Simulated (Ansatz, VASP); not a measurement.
**Zn3Ga2S2: VASP beside Ansatz**

The input INCAR:

```
SYSTEM = Zn3Ga2S2
  ALGO = Normal
  EDIFF = 1E-6
  ENCUT = 520
  ISIF = 2
  ISMEAR = -1
  LASPH = .TRUE.
  LCHARG = .FALSE.
  LREAL = .FALSE.
  LWAVE = .FALSE.
  NBANDS = 46
  NELM = 60
  PREC = Accurate
  SIGMA = 0.1234
```

The input KPOINTS:

```
k-points
0
G
  8 8 8
  0 0 0
```

The input POSCAR:

```
Zn3Ga2S2
1.0
    0.0000000000     -2.9708730000      4.2671970000
    2.5164100000     -1.5791540000     -4.2671970000
    2.8553330000      1.5791540000      4.2671970000
Ga Zn S
2 3 2
Direct
    0.0000000000      0.0000000000      0.0000000000
    0.5000000000      0.5000000000      0.5000000000
    0.0000000000      0.5000000000      0.5000000000
    0.5000000000      0.0000000000      0.5000000000
    0.0000000000      0.0000000000      0.5000000000
    0.7210000000      0.2790000000      0.8370000000
    0.2790000000      0.7210000000      0.1630000000
```

Input for Ansatz:

```yaml
crystal:
  lattice:
    - [0.0, -2.970873, 4.267197]
    - [2.51641, -1.579154, -4.267197]
    - [2.855333, 1.579154, 4.267197]
  atoms:
    - { symbol: Ga, position: [0.0, 0.0, 0.0] }
    - { symbol: Zn, position: [0.0, 0.5, 0.5] }
    - { symbol: Zn, position: [0.5, 0.0, 0.5] }
    - { symbol: Zn, position: [0.0, 0.0, 0.5] }
    - { symbol: S, position: [0.721, 0.279, 0.837] }
    - { symbol: S, position: [0.279, 0.721, 0.163] }
    - { symbol: Ga, position: [0.5, 0.5, 0.5] }
  symmetry: { tolerance: 0.0003 }
kpoints:
  mp_grid: { grid: [8, 8, 8], shift: [0, 0, 0] }
  band_path:
    path:
      - [0.0, 0.0, 0.0]
      - [0.0, 0.0, -0.5]
      - [0.25764546, -0.51529091, -0.24235454]
      - [0.48470909, -0.74235454, 0.24235454]
      - [0.0, -0.5, 0.0]
      - [0.0, 0.0, 0.0]
      - [0.37117727, -0.74235454, 0.37117727]
      - [0.37117727, -0.62882273, 0.0]
      - [0.5, -0.5, 0.0]
      - [0.0, 0.0, 0.0]
    npoints: 6
magnetization:
  spin_polarized: false
scf:
  occupations: { method: fermi_dirac, width: 0.1234 }
  lower_state_search: "off"
  max_iter: 200
hamiltonian:
  pseudopotentials: { kind: paw }
  xc: lda
basis:
  ecutwfc: 420
  fft_grid_basis: typed
output:
  forces: true
  stress: true
  eigenvalues: true
  bader: true
  populations: true
  elf: true
  write_potential: true
  volumetric_format: npy
  dos:
    e_range: [-12, 8]
    de: 0.05
    projected: { site_lists: { Ga: [Ga], S: [S], Zn: [Zn] } }
checkpoint:
  read: saved_state
```

Alike in both runs: task single point; functional LDA; k mesh 8 × 8 × 8; occupations fermi-dirac, width 0.1234 eV; no spin polarisation.

|  | VASP | Ansatz |
| --- | --- | --- |
| version | VASP 6.6.1 | Ansatz 0.2.0 |
| potentials or method | VASP PAW LDA potentials, release 64 (Ga_d, Zn, S), cutoff 520 eV | PAW plane waves |
| valence electrons in the cell | 74 | 74 |

```tsv
	VASP	Ansatz	Ansatz less VASP
pressure (GPa)	22.2	21.8	-0.48
rms of the force components (eV/Å)	1.549	1.522	-0.0265
```

LDA's correlation is that of Perdew and Zunger in VASP and of Perdew and Wang (1992) in Ansatz. Ansatz's warnings: structure snapped to symmetry.
